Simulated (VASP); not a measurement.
# B (Fm-3m) in VASP: a series of runs

The runs below take B through single point, with PBE.

Program: VASP 6.6.1. These are calculated values, not measurements. Logs are shortened: lines on timing, memory, paths and dates and some standing lists are left out, and cuts for length are marked.

### 1 The cell of the first run

It takes space group Fm-3m (No. 225, cubic). Conventional cell: a = 2.788 Å, b = 2.788 Å, c = 2.788 Å, α = 90.00°, β = 90.00°, γ = 90.00°. Within 2.6 Å of B (site symmetry m-3m) lie 12 B at 1.97 Å.

### 2 Single point, PBE (volume scaled by 0.92)

File INCAR:

```
SYSTEM = B
PREC     = Accurate       ! precision mode
ENCUT    = 520            ! plane-wave cutoff, eV
EDIFF    = 1E-6           ! SCF threshold, eV
ISMEAR   = -1             ! smearing method
SIGMA    = 0.05           ! smearing width, eV
LREAL    = .FALSE.        ! projectors in reciprocal space
LASPH    = .TRUE.         ! aspherical terms in the spheres
NELM     = 60             ! most SCF steps
ALGO     = Normal         ! electronic algorithm
ISIF     = 2              ! what is computed and relaxed
LWAVE    = .FALSE.        ! write WAVECAR
LCHARG   = .FALSE.        ! write CHGCAR
GGA      = PE             ! functional
NBANDS   = 8              ! bands
```

File KPOINTS:

```
Automatic mesh
0
G
  24 24 24
  0 0 0
```

File POSCAR:

```
B
1.0
    0.0000000000      1.3937838538      1.3937838538
    1.3937838538      0.0000000000      1.3937838538
    1.3937838538      1.3937838538      0.0000000000
B
1
Direct
    0.0000000000      0.0000000000      0.0000000000
```

Potentials or basis: VASP PAW PBE potentials, release 64 (B).

Command:

```console
cat potpaw_PBE.64/B/POTCAR > POTCAR
mpirun -np 1 vasp_std > vasp.out
```

OUTCAR:

```text
SYSTEM = B
   PREC = Accurate
   ENCUT = 520
   EDIFF = 1E-6
   ISMEAR = -1
   LREAL = .FALSE.
   LASPH = .TRUE.
   NELM = 60
   ISIF = 2
   GGA = PE

 ion  position               nearest neighbor table
   1  0.000  0.000  0.000-

  LATTYP: Found a face centered cubic cell.
 ALAT       =     2.7875677076

  Lattice vectors:

 A1 = (   0.0000000000,   1.3937838538,   1.3937838538)
 A2 = (   1.3937838538,   0.0000000000,   1.3937838538)
 A3 = (   1.3937838538,   1.3937838538,   0.0000000000)

Analysis of symmetry for initial positions (statically):
=====================================================================
 Subroutine PRICEL returns:
 Original cell was already a primitive cell.

 Routine SETGRP: Setting up the symmetry group for a
 face centered cubic supercell.

 Subroutine GETGRP returns: Found 48 space group operations
 (whereof 48 operations were pure point group operations)
 out of a pool of 48 trial point group operations.

The static configuration has the point symmetry O_h .

Analysis of symmetry for dynamics (positions and initial velocities):
=====================================================================
 Subroutine PRICEL returns:
 Original cell was already a primitive cell.

 Routine SETGRP: Setting up the symmetry group for a
 face centered cubic supercell.

 Subroutine GETGRP returns: Found 48 space group operations
 (whereof 48 operations were pure point group operations)
 out of a pool of 48 trial point group operations.

The dynamic configuration has the point symmetry O_h .

 Subroutine INISYM returns: Found 48 space group operations
 (whereof 48 operations are pure point group operations),
 and found     1 'primitive' translations

----------------------------------------------------------------------------------------

                                     Primitive cell

  volume of cell :       5.4152

  direct lattice vectors                    reciprocal lattice vectors
     0.000000000  1.393783854  1.393783854    -0.358735681  0.358735681  0.358735681
     1.393783854  0.000000000  1.393783854     0.358735681 -0.358735681  0.358735681
     1.393783854  1.393783854  0.000000000     0.358735681  0.358735681 -0.358735681

  length of vectors
     1.971108029  1.971108029  1.971108029     0.621348426  0.621348426  0.621348426

  position of ions in fractional coordinates (direct lattice)
     0.000000000  0.000000000  0.000000000

  ion indices of the primitive-cell ions
   primitive index   ion index
                 1           1

----------------------------------------------------------------------------------------

 KPOINTS: Automatic mesh

Automatic generation of k-mesh.
 Grid dimensions read from file:
 generate k-points for:   24   24   24

 Generating k-lattice:

  Cartesian coordinates                     Fractional coordinates (reciprocal lattice)
    -0.014947320  0.014947320  0.014947320     0.041666667  0.000000000  0.000000000
     0.014947320 -0.014947320  0.014947320     0.000000000  0.041666667  0.000000000
     0.014947320  0.014947320 -0.014947320     0.000000000  0.000000000  0.041666667

  Length of vectors
     0.025889518  0.025889518  0.025889518

  Shift w.r.t. Gamma in fractional coordinates (k-lattice)
     0.000000000  0.000000000  0.000000000

 Subroutine IBZKPT returns following result:
 ===========================================

 Found    413 irreducible k-points:

 Following reciprocal coordinates:
            Coordinates               Weight
  0.000000  0.000000  0.000000      1.000000
  0.041667  0.000000  0.000000      8.000000
  0.083333  0.000000  0.000000      8.000000
  0.125000  0.000000  0.000000      8.000000
  0.166667  0.000000  0.000000      8.000000
  0.208333  0.000000  0.000000      8.000000
[... 16 lines left out ...]
  0.416667  0.041667  0.000000     24.000000
  0.458333  0.041667  0.000000     24.000000
 [... further k-points ...]
   k-points           NKPTS =    413   k-points in BZ     NKDIM =    413   number of bands    NBANDS=      8
   number of dos      NEDOS =    301   number of ions     NIONS =      1
   total plane-waves  NPLWV =   4096
   dimension x,y,z NGX =    16 NGY =   16 NGZ =   16
   dimension x,y,z NGXF=    32 NGYF=   32 NGZF=   32
   ions per type =               1
   NGX,Y,Z   is equivalent  to a cutoff of  13.49, 13.49, 13.49 a.u.
   NGXF,Y,Z  is equivalent  to a cutoff of  26.99, 26.99, 26.99 a.u.
 SYSTEM =  B
   PREC   = accura    normal or accurate (medium, high low for compatibility)
   ISTART =      0    job   : 0-new  1-cont  2-samecut
   ICHARG =      2    charge: 1-file 2-atom 10-const
   ISPIN  =      1    spin polarized calculation?
   LNONCOLLINEAR =      F non collinear calculations
   LSORBIT =      F    spin-orbit coupling
   LASPH  =      T    aspherical Exc in radial PAW
   ENCUT  =  520.0 eV  38.22 Ry    6.18 a.u.   3.66  3.66  3.66*2*pi/ulx,y,z
   NELM   =     60;   NELMIN=  2; NELMDL= -5     # of ELM steps
   EDIFF  = 0.1E-05   stopping-criterion for ELM
   LREAL  =      F    real-space projection
   EDIFFG = 0.1E-04   stopping-criterion for IOM
   NSW    =      0    number of steps for IOM
   IBRION =     -1    ionic relax: 0-MD 1-quasi-New 2-CG
   NFREE  =      0    steps in history (QN), initial steepest desc. (CG)
   ISIF   =      2    stress and relaxation
   ISYM   =      2    0-nonsym 1-usesym 2-fastsym
   POTIM  = 0.5000    time-step for ionic-motion
   TEBEG  =    0.0;   TEEND  =   0.0 temperature during run
   PSTRESS=    0.0 pullay stress
   NELECT =       3.0000    total number of electrons
   NUPDOWN=      -1.0000    fix difference up-down
   EMIN   =  10.00;   EMAX   =-10.00  energy-range for DOS
   EFERMI =   0.00;   METHOD = LEGACY
   ISMEAR =    -1;   SIGMA  =   0.05  broadening in eV -4-tet -1-fermi 0-gaus
   EFERMI_NEDOS =   21; number of points for ismear=-14 and -15
   IALGO  =     38    algorithm
   IMIX   =      4    mixing-type and parameters
     AMIX     =   0.40;   BMIX     =  1.00
     AMIX_MAG =   1.60;   BMIX_MAG =  1.00
  volume/ion in A,a.u.               =       5.42        36.54
  Fermi-wavevector in a.u.,A,eV,Ry     =   1.344549  2.540828 24.596759  1.807811
  Thomas-Fermi vector in A             =   2.472533
   LORBIT       =      0    0 simple, 1 ext, 2 COOP (PROOUT), +10 PAW based schemes
   GGA     = PE    functional components
[... 5 lines left out ...]
 non-spin polarized calculation
  energy-cutoff  :      520.00
  volume of cell :        5.42
 maximum number of plane-waves:       156
   NGX =  7   NGY =  7   NGZ =  7

 number of electron       3.0000000 magnetization

 Free energy of the ion-electron system (eV)
  ---------------------------------------------------
  ext. energy  EPLUGINS =         0.00000000
  ---------------------------------------------------
  free energy    TOTEN  =        -5.31321898 eV

  energy without entropy =       -5.31146279  energy(sigma->0) =       -5.31234089

 E-fermi :  11.6361     XC(G=0): -13.3764

 val. band max:       11.6305615220   @ k =   0.5000   0.2500   0.1250
 cond. band min:      11.6439949009   @ k =  -0.2917   0.5000   0.2083
 fundamental gap:      0.0134333790
 Fermi energy:        11.6360796182

 k-point     1 :       0.0000    0.0000    0.0000
  band No.  band energies     occupation
      1      -8.5875      2.00000
      2      28.8778      0.00000
      3      28.8778      0.00000
      4      28.8778      0.00000
      5      45.6944      0.00000
      6      45.6944      0.00000
      7      45.6944      0.00000
      8      49.5209      0.00000

 k-point     2 :       0.0417    0.0000    0.0000
  band No.  band energies     occupation
      1      -8.5084      2.00000
      2      28.4637      0.00000
      3      28.7893      0.00000
      4      28.7893      0.00000
      5      44.6582      0.00000
      6      45.8870      0.00000
      7      45.8870      0.00000
      8      51.1394      0.00000

 k-point     3 :       0.0833    0.0000    0.0000
  band No.  band energies     occupation
      1      -8.2713      2.00000
      2      27.2580      0.00000
      3      28.5427      0.00000
      4      28.5427      0.00000
      5      43.3555      0.00000
      6      46.4131      0.00000
      7      46.4131      0.00000
      8      53.9310      0.00000

 k-point     4 :       0.1250    0.0000    0.0000
  band No.  band energies     occupation
      1      -7.8762      2.00000
      2      25.3929      0.00000
      3      28.1819      0.00000
      4      28.1819      0.00000
      5      42.6339      0.00000
      6      47.0826      0.00000
      7      47.0826      0.00000
      8      53.6209      0.00000

 k-point     5 :       0.1667    0.0000    0.0000
  band No.  band energies     occupation
      1      -7.3237      2.00000
      2      23.0841      0.00000
      3      27.7598      0.00000
      4      27.7598      0.00000
      5      42.4875      0.00000
      6      47.4984      0.00000
      7      47.4984      0.00000
      8      51.9333      0.00000

 k-point     6 :       0.2083    0.0000    0.0000
  band No.  band energies     occupation
      1      -6.6146      2.00000
      2      20.5428      0.00000
      3      27.3237      0.00000
      4      27.3237      0.00000
      5      42.7804      0.00000
      6      47.2165      0.00000
      7      47.2165      0.00000
      8      50.3621      0.00000

 k-point     7 :       0.2500    0.0000    0.0000
  band No.  band energies     occupation
      1      -5.7512      2.00000
      2      17.9242      0.00000
      3      26.9091      0.00000
      4      26.9091      0.00000
      5      43.3787      0.00000
      6      46.3350      0.00000
      7      46.3350      0.00000
      8      48.9890      0.00000

 k-point     8 :       0.2917    0.0000    0.0000
  band No.  band energies     occupation
      1      -4.7378      2.00000
      2      15.3304      0.00000
      3      26.5399      0.00000
      4      26.5399      0.00000
      5      44.1632      0.00000
      6      45.2619      0.00000
      7      45.2619      0.00000
      8      47.8524      0.00000

 k-point     9 :       0.3333    0.0000    0.0000
  band No.  band energies     occupation
      1      -3.5839      2.00000
      2      12.8309      0.00000
      3      26.2305      0.00000
      4      26.2305      0.00000
      5      44.2449      0.00000
      6      44.2449      0.00000
      7      44.9613      0.00000
      8      47.0427      0.00000

 k-point    10 :       0.3750    0.0000    0.0000
  band No.  band energies     occupation
      1      -2.3109      2.00000
      2      10.4832      2.00000
      3      25.9877      0.00000
      4      25.9877      0.00000
      5      43.3935      0.00000
      6      43.3935      0.00000
      7      45.3172      0.00000
      8      46.9207      0.00000
[... 78 lines left out ...]
 k-point    18 :       0.2083    0.0417    0.0000
  band No.  band energies     occupation
      1      -6.7978      2.00000
      2      21.4299      0.00000
      3      26.6144      0.00000
      4      27.9813      0.00000
      5      42.0462      0.00000
      6      46.3930      0.00000
      7      48.2981      0.00000
      8      50.8328      0.00000

 k-point    19 :       0.2500    0.0417    0.0000
  band No.  band energies     occupation
      1      -5.9853      2.00000
      2      18.8349      0.00000
      3      26.1836      0.00000
      4      27.5562      0.00000
      5      42.4934      0.00000
      6      45.2773      0.00000
      7      47.6351      0.00000
      8      50.5373      0.00000

 k-point    20 :       0.2917    0.0417    0.0000
  band No.  band energies     occupation
      1      -5.0209      2.00000
      2      16.2308      0.00000
      3      25.8299      0.00000
      4      27.1226      0.00000
      5      42.6750      0.00000
      6      44.6985      0.00000
      7      46.6016      0.00000
      8      49.6793      0.00000

 k-point    21 :       0.3333    0.0417    0.0000
  band No.  band energies     occupation
      1      -3.9118      2.00000
      2      13.6970      0.00000
      3      25.5656      0.00000
      4      26.7045      0.00000
      5      42.1219      0.00000
      6      45.1824      0.00000
      7      45.5035      0.00000
      8      48.7756      0.00000

 k-point    22 :       0.3750    0.0417    0.0000
  band No.  band energies     occupation
      1      -2.6738      2.00000
      2      11.2937      1.99788
      3      25.3962      0.00000
      4      26.3178      0.00000
      5      41.4218      0.00000
      6      44.4990      0.00000
      7      46.0924      0.00000
      8      48.0200      0.00000

 k-point    23 :       0.4167    0.0417    0.0000
  band No.  band energies     occupation
      1      -1.3459      2.00000
      2       9.0870      2.00000
      3      25.3222      0.00000
      4      25.9741      0.00000
      5      40.8839      0.00000
      6      43.6650      0.00000
      7      46.9480      0.00000
      8      47.5448      0.00000

 k-point    24 :       0.4583    0.0417    0.0000
  band No.  band energies     occupation
      1      -0.0419      2.00000
      2       7.2071      2.00000
      3      25.3401      0.00000
      4      25.6824      0.00000
      5      40.5756      0.00000
      6      43.0424      0.00000
      7      46.9683      0.00000
      8      47.9392      0.00000

 [... further k-points ...]
[... 5 lines left out ...]
  --------------------------------------------------------------------------------------
  -------------------------------------------------------------------------------------
  Total        0.8964359      0.8964359      0.8964359      0.0000000     -0.0000000      0.0000000
  in kB      265.2244478    265.2244478    265.2244478      0.0000000     -0.0000000      0.0000000
  external PRESSURE =     265.2244478 kB  Pullay stress =       0.0000000 kB

 VOLUME and BASIS-vectors are now :
 -----------------------------------------------------------------------------
  energy-cutoff  :      520.00
  volume of cell :        5.42
      direct lattice vectors                 reciprocal lattice vectors
     0.000000000  1.393783854  1.393783854    -0.358735681  0.358735681  0.358735681
     1.393783854  0.000000000  1.393783854     0.358735681 -0.358735681  0.358735681
     1.393783854  1.393783854  0.000000000     0.358735681  0.358735681 -0.358735681

 POSITION                                       TOTAL-FORCE (eV/Angst)
 -----------------------------------------------------------------------------------
      0.00000      0.00000      0.00000        -0.000000      0.000000      0.000000
 -----------------------------------------------------------------------------------
    total drift:                                0.000000     -0.000000      0.000000

  FREE ENERGIE OF THE ION-ELECTRON SYSTEM (eV)
  ---------------------------------------------------
  free  energy   TOTEN  =        -5.3132189778 eV

  energy  without entropy=       -5.3114627950  energy(sigma->0) =       -5.31234089
```

It took 12 s on 1 thread of AMD EPYC 7R43 (Zen 3), shared host; peak memory 0.08 GiB.

What came out:

```
Free energy : -5.3132 eV
Pressure    : 26.5 GPa
```

### 3 Single point, PBE (volume scaled by 0.92)

File INCAR:

```
PREC = Accurate
ENCUT = 520
EDIFF = 1E-6
ISMEAR = -1
SIGMA = 0.05
LREAL = False
LASPH = True
NELM = 60
ALGO = Normal
ISIF = 2
LWAVE = False
LCHARG = True
GGA = PE
LELF = True
LVHAR = True
NBANDS = 8
```

File KPOINTS:

```
Automatic mesh
0
Gamma
  24 24 24
```

POSCAR is that of step 2.

Potentials or basis: VASP PAW PBE potentials, release 64 (B).

Command:

```console
cat potpaw_PBE.64/B/POTCAR > POTCAR
mpirun -np 1 vasp_std > vasp.out
```

Run time: 12 s. Hardware: 1 thread of AMD EPYC 7R43 (Zen 3), shared host; peak memory 0.08 GiB.

Results (log left out):

- Free energy: -5.3132 eV
- Pressure: 26.5 GPa

Levels at points of the mesh, in eV from the Fermi level:
| k point | band 1 | band 2 | band 3 | band 4 | band 5 | band 6 |
| --- | --- | --- | --- | --- | --- | --- |
| (0.00, 0.00, 0.00) | -20.22 | 17.24 | 17.24 | 17.24 | 34.06 | 34.06 |
| (0.50, 0.00, 0.00) | -10.78 | -5.73 | 14.04 | 14.04 | 30.60 | 30.60 |
| (0.50, 0.50, 0.00) | -7.78 | -0.10 | 6.51 | 6.51 | 16.57 | 21.87 |
